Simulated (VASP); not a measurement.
# Cd (Fd-3m) in VASP: single point with LDA

Aim: the single point of Cd with LDA.

Everything below comes from runs of VASP 6.6.1. Logs are shortened: lines on timing, memory, paths and dates and some standing lists are left out, and cuts for length are marked.

### 1 The cell of the first run

It takes space group Fd-3m (No. 227, cubic). Conventional cell: a = 6.317 Å, b = 6.317 Å, c = 6.317 Å, α = 90.00°, β = 90.00°, γ = 90.00°. Cd (site symmetry -43m) has 4 Cd at 2.74 Å within 3.6 Å.

### 2 Single point, LDA

Input file INCAR:

```
SYSTEM = Cd
ALGO = Normal
EDIFF = 1E-6
ENCUT = 520
GGA = CA
ISIF = 2
ISMEAR = -1
LASPH = .True.
LCHARG = .False.
LREAL = .False.
LWAVE = .False.
NBANDS = 19
NELM = 60
PREC = Accurate
SIGMA = 0.13605693000000002
```

Input file KPOINTS:

```
k-points
0
Gamma
  8 8 8
  0 0 0
```

Input file POSCAR:

```
Cd
1.0
    0.0000000000      3.1585139624      3.1585139624
    3.1585139624      0.0000000000      3.1585139624
    3.1585139624      3.1585139624      0.0000000000
Cd
2
Direct
    0.0000000000      0.0000000000      0.0000000000
    0.2500000000      0.2500000000      0.2500000000
```

Potentials or basis: VASP PAW LDA potentials, release 64 (Cd).

On the command line:

```sh
> cat potpaw_LDA.64/Cd/POTCAR > POTCAR
> mpirun -np 1 vasp_std > vasp.out
```

OUTCAR:

```text
SYSTEM = Cd
   EDIFF = 1E-6
   ENCUT = 520
   GGA = CA
   ISIF = 2
   ISMEAR = -1
   LASPH = .True.
   LREAL = .False.
   NELM = 60
   PREC = Accurate

 ion  position               nearest neighbor table
   1  0.000  0.000  0.000-   2 2.74   2 2.74   2 2.74   2 2.74
   2  0.250  0.250  0.250-   1 2.74   1 2.74   1 2.74   1 2.74

  LATTYP: Found a face centered cubic cell.
 ALAT       =     6.3170279248

  Lattice vectors:

 A1 = (   0.0000000000,   3.1585139624,   3.1585139624)
 A2 = (   3.1585139624,   0.0000000000,   3.1585139624)
 A3 = (   3.1585139624,   3.1585139624,   0.0000000000)

Analysis of symmetry for initial positions (statically):
=====================================================================
 Subroutine PRICEL returns:
 Original cell was already a primitive cell.

 Routine SETGRP: Setting up the symmetry group for a
 face centered cubic supercell.

 Subroutine GETGRP returns: Found 48 space group operations
 (whereof 24 operations were pure point group operations)
 out of a pool of 48 trial point group operations.

The static configuration has the point symmetry T_d .
 The point group associated with its full space group is O_h .

Analysis of symmetry for dynamics (positions and initial velocities):
=====================================================================
 Subroutine PRICEL returns:
 Original cell was already a primitive cell.

 Routine SETGRP: Setting up the symmetry group for a
 face centered cubic supercell.

 Subroutine GETGRP returns: Found 48 space group operations
 (whereof 24 operations were pure point group operations)
 out of a pool of 48 trial point group operations.

The dynamic configuration has the point symmetry T_d .
 The point group associated with its full space group is O_h .

 Subroutine INISYM returns: Found 48 space group operations
 (whereof 24 operations are pure point group operations),
 and found     1 'primitive' translations

----------------------------------------------------------------------------------------

                                     Primitive cell

  volume of cell :      63.0200

  direct lattice vectors                    reciprocal lattice vectors
     0.000000000  3.158513962  3.158513962    -0.158302292  0.158302292  0.158302292
     3.158513962  0.000000000  3.158513962     0.158302292 -0.158302292  0.158302292
     3.158513962  3.158513962  0.000000000     0.158302292  0.158302292 -0.158302292

  length of vectors
     4.466813283  4.466813283  4.466813283     0.274187613  0.274187613  0.274187613

  position of ions in fractional coordinates (direct lattice)
     0.000000000  0.000000000  0.000000000
     0.250000000  0.250000000  0.250000000

  ion indices of the primitive-cell ions
   primitive index   ion index
                 1           1
                 2           2

----------------------------------------------------------------------------------------

 KPOINTS: k-points

Automatic generation of k-mesh.
 Grid dimensions read from file:
 generate k-points for:    8    8    8

 Generating k-lattice:

  Cartesian coordinates                     Fractional coordinates (reciprocal lattice)
    -0.019787787  0.019787787  0.019787787     0.125000000  0.000000000  0.000000000
     0.019787787 -0.019787787  0.019787787     0.000000000  0.125000000  0.000000000
     0.019787787  0.019787787 -0.019787787     0.000000000  0.000000000  0.125000000

  Length of vectors
     0.034273452  0.034273452  0.034273452

  Shift w.r.t. Gamma in fractional coordinates (k-lattice)
     0.000000000  0.000000000  0.000000000

 Subroutine IBZKPT returns following result:
 ===========================================

 Found     29 irreducible k-points:

 Following reciprocal coordinates:
            Coordinates               Weight
  0.000000  0.000000  0.000000      1.000000
  0.125000  0.000000  0.000000      8.000000
  0.250000  0.000000  0.000000      8.000000
  0.375000  0.000000  0.000000      8.000000
  0.500000  0.000000  0.000000      4.000000
  0.125000  0.125000  0.000000      6.000000
[... 16 lines left out ...]
  0.500000  0.250000  0.125000     48.000000
 -0.375000  0.250000  0.125000     24.000000
 [... further k-points ...]
   k-points           NKPTS =     29   k-points in BZ     NKDIM =     29   number of bands    NBANDS=     19
   number of dos      NEDOS =    301   number of ions     NIONS =      2
   total plane-waves  NPLWV =  46656
   dimension x,y,z NGX =    36 NGY =   36 NGZ =   36
   dimension x,y,z NGXF=    72 NGYF=   72 NGZF=   72
   ions per type =               2
   NGX,Y,Z   is equivalent  to a cutoff of  13.40, 13.40, 13.40 a.u.
   NGXF,Y,Z  is equivalent  to a cutoff of  26.80, 26.80, 26.80 a.u.
 SYSTEM =  Cd
   PREC   = accura    normal or accurate (medium, high low for compatibility)
   ISTART =      0    job   : 0-new  1-cont  2-samecut
   ICHARG =      2    charge: 1-file 2-atom 10-const
   ISPIN  =      1    spin polarized calculation?
   LNONCOLLINEAR =      F non collinear calculations
   LSORBIT =      F    spin-orbit coupling
   LASPH  =      T    aspherical Exc in radial PAW
   ENCUT  =  520.0 eV  38.22 Ry    6.18 a.u.   8.31  8.31  8.31*2*pi/ulx,y,z
   NELM   =     60;   NELMIN=  2; NELMDL= -5     # of ELM steps
   EDIFF  = 0.1E-05   stopping-criterion for ELM
   LREAL  =      F    real-space projection
   EDIFFG = 0.1E-04   stopping-criterion for IOM
   NSW    =      0    number of steps for IOM
   IBRION =     -1    ionic relax: 0-MD 1-quasi-New 2-CG
   NFREE  =      0    steps in history (QN), initial steepest desc. (CG)
   ISIF   =      2    stress and relaxation
   ISYM   =      2    0-nonsym 1-usesym 2-fastsym
   POTIM  = 0.5000    time-step for ionic-motion
   TEBEG  =    0.0;   TEEND  =   0.0 temperature during run
   PSTRESS=    0.0 pullay stress
   NELECT =      24.0000    total number of electrons
   NUPDOWN=      -1.0000    fix difference up-down
   EMIN   =  10.00;   EMAX   =-10.00  energy-range for DOS
   EFERMI =   0.00;   METHOD = LEGACY
   ISMEAR =    -1;   SIGMA  =   0.14  broadening in eV -4-tet -1-fermi 0-gaus
   EFERMI_NEDOS =   21; number of points for ismear=-14 and -15
   IALGO  =     38    algorithm
   IMIX   =      4    mixing-type and parameters
     AMIX     =   0.40;   BMIX     =  1.00
     AMIX_MAG =   1.60;   BMIX_MAG =  1.00
  volume/ion in A,a.u.               =      31.51       212.64
  Fermi-wavevector in a.u.,A,eV,Ry     =   1.186640  2.242425 19.158572  1.408115
  Thomas-Fermi vector in A             =   2.322809
   LORBIT       =      0    0 simple, 1 ext, 2 COOP (PROOUT), +10 PAW based schemes
   GGA     = CA    functional components
   LHFCALC =     F    Hartree Fock is set to
   AEXX    =    0.0000 exact exchange contribution
   IVDW    =     0    specifies the selected vdW correction
   LEPSILON=     F    determine dielectric tensor
   LRPA    =     F    only Hartree local field effects (RPA)
 non-spin polarized calculation
  energy-cutoff  :      520.00
  volume of cell :       63.02
 maximum number of plane-waves:      1719
 NGX is ok and might be reduce to    36
   NGX = 17   NGY = 17   NGZ = 17

 number of electron      24.0000009 magnetization

 Free energy of the ion-electron system (eV)
  ---------------------------------------------------
  ext. energy  EPLUGINS =         0.00000000
  ---------------------------------------------------
  free energy    TOTEN  =        -2.06541419 eV

  energy without entropy =       -2.00772521  energy(sigma->0) =       -2.03656970

 E-fermi :   0.4058     XC(G=0):  -9.2320

 val. band max:        0.3806434504   @ k =  -0.2500   0.5000   0.2500
 cond. band min:       0.4217587002   @ k =  -0.3750   0.2500   0.0000
 fundamental gap:      0.0411152498
 Fermi energy:         0.4057659435

 k-point     1 :       0.0000    0.0000    0.0000
  band No.  band energies     occupation
      1      -8.9299      2.00000
      2      -8.9299      2.00000
      3      -8.9299      2.00000
      4      -8.8627      2.00000
      5      -8.8627      2.00000
      6      -7.9769      2.00000
[... 11 lines left out ...]
     18       6.6573      0.00000
     19       8.0744      0.00000

 k-point     2 :       0.1250    0.0000    0.0000
  band No.  band energies     occupation
      1      -8.9787      2.00000
      2      -8.9787      2.00000
      3      -8.9251      2.00000
      4      -8.7939      2.00000
      5      -8.7939      2.00000
      6      -8.0136      2.00000
[... 11 lines left out ...]
     18       8.0764      0.00000
     19       9.2389      0.00000

 k-point     3 :       0.2500    0.0000    0.0000
  band No.  band energies     occupation
      1      -9.0122      2.00000
      2      -9.0122      2.00000
      3      -8.9143      2.00000
      4      -8.7217      2.00000
      5      -8.7217      2.00000
      6      -8.0950      2.00000
[... 11 lines left out ...]
     18       8.7067      0.00000
     19       9.7115      0.00000

 k-point     4 :       0.3750    0.0000    0.0000
  band No.  band energies     occupation
      1      -9.0123      2.00000
      2      -9.0123      2.00000
      3      -8.9040      2.00000
      4      -8.7000      2.00000
      5      -8.7000      2.00000
      6      -8.1714      2.00000
[... 11 lines left out ...]
     18       8.0860      0.00000
     19      11.5244      0.00000

 k-point     5 :       0.5000    0.0000    0.0000
  band No.  band energies     occupation
      1      -9.0053      2.00000
      2      -9.0053      2.00000
      3      -8.8996      2.00000
      4      -8.7036      2.00000
      5      -8.7036      2.00000
      6      -8.2024      2.00000
[... 11 lines left out ...]
     18       7.8495      0.00000
     19      12.8038      0.00000
[... 334 lines left out ...]
      2      -9.0207      2.00000
      3      -8.8771      2.00000
      4      -8.8771      2.00000
      5      -8.2872      2.00000
      6      -8.2872      2.00000
[... 11 lines left out ...]
     18      13.5416      0.00000
     19      14.8499      0.00000

 k-point    22 :       0.3750    0.2500    0.1250
  band No.  band energies     occupation
      1      -9.0726      2.00000
      2      -9.0156      2.00000
      3      -8.8994      2.00000
      4      -8.6975      2.00000
      5      -8.5475      2.00000
      6      -8.3363      2.00000
[... 11 lines left out ...]
     18       9.7056      0.00000
     19      10.7703      0.00000

 k-point    23 :       0.5000    0.2500    0.1250
  band No.  band energies     occupation
      1      -9.0923      2.00000
      2      -9.0548      2.00000
      3      -8.8311      2.00000
      4      -8.6437      2.00000
      5      -8.5019      2.00000
      6      -8.3662      2.00000
[... 11 lines left out ...]
     18       9.9927      0.00000
     19      11.4583      0.00000

 k-point    24 :      -0.3750    0.2500    0.1250
  band No.  band energies     occupation
      1      -9.1085      2.00000
      2      -9.0575      2.00000
      3      -8.8035      2.00000
      4      -8.6024      2.00000
      5      -8.5155      2.00000
      6      -8.3577      2.00000
[... 11 lines left out ...]
     18      10.2278      0.00000
     19      10.6065      0.00000

 [... further k-points ...]

------------------------ aborting loop because EDIFF is reached ----------------------------------------

  FORCE on cell =-STRESS in cart. coord.  units (eV):
  Direction    XX          YY          ZZ          XY          YZ          ZX
  --------------------------------------------------------------------------------------
  -------------------------------------------------------------------------------------
  Total        0.1377537      0.1377537      0.1377537      0.0000000      0.0000000      0.0000000
  in kB        3.5021568      3.5021568      3.5021568      0.0000000      0.0000000      0.0000000
  external PRESSURE =       3.5021568 kB  Pullay stress =       0.0000000 kB

 VOLUME and BASIS-vectors are now :
 -----------------------------------------------------------------------------
  energy-cutoff  :      520.00
  volume of cell :       63.02
      direct lattice vectors                 reciprocal lattice vectors
     0.000000000  3.158513962  3.158513962    -0.158302292  0.158302292  0.158302292
     3.158513962  0.000000000  3.158513962     0.158302292 -0.158302292  0.158302292
     3.158513962  3.158513962  0.000000000     0.158302292  0.158302292 -0.158302292

 POSITION                                       TOTAL-FORCE (eV/Angst)
 -----------------------------------------------------------------------------------
      0.00000      0.00000      0.00000         0.000000      0.000000      0.000000
      1.57926      1.57926      1.57926        -0.000000     -0.000000     -0.000000
 -----------------------------------------------------------------------------------
    total drift:                                0.000000      0.000000      0.000000

  FREE ENERGIE OF THE ION-ELECTRON SYSTEM (eV)
  ---------------------------------------------------
  free  energy   TOTEN  =        -2.0654141875 eV

  energy  without entropy=       -2.0077252144  energy(sigma->0) =       -2.03656970
```

Wall time 9.7 s (1 thread of Intel Xeon 6975P-C (Granite Rapids), shared host); peak memory 0.17 GiB.

Results:

| Property | Result |
| --- | --- |
| Free energy | -2.0654 eV |
| Pressure | 0.4 GPa |
| Band gap on the k mesh | zero (band 12 reaches 5.42 eV, above the bottom of band 13 at -0.10 eV) |
